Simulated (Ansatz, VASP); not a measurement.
**Two plane-wave programs on BeTe**

```
CELL_PARAMETERS angstrom
0.00000 2.82844 2.82844
2.82844 0.00000 2.82844
2.82844 2.82844 0.00000
ATOMIC_POSITIONS crystal
Be 0.00000 0.00000 0.00000
Te 0.25000 0.25000 0.25000
```

Alike in both runs: task relaxation of the atoms; functional r2SCAN; k mesh 8 × 8 × 8; occupations fermi-dirac, width 0.02 eV; no spin polarisation.

```csv
,VASP,Ansatz
version,VASP 6.6.1,Ansatz 0.2.0
potentials or method,"VASP PAW PBE potentials, release 64 (Be, Te), cutoff 520 eV",PAW plane waves
valence electrons in the cell,8,18
```

Ansatz gave:

```
gap on the k mesh at the Fermi level, each at its own relaxed structure (eV) : 2.38
```

Question: Which values does VASP return?

Answer: gap on the k mesh at the Fermi level, each at its own relaxed structure (eV): 2.37.

VASP's potentials were made for PBE, not for r2SCAN. VASP's potentials hold 8 valence electrons a cell and Ansatz's 18, so a difference there can come from the potentials and not from the codes. Ansatz's warnings: stress scf threshold loose.

Neither program's run includes spin-orbit coupling. Noted on VASP's run: the relaxation stopped at its first step, so nothing moved.
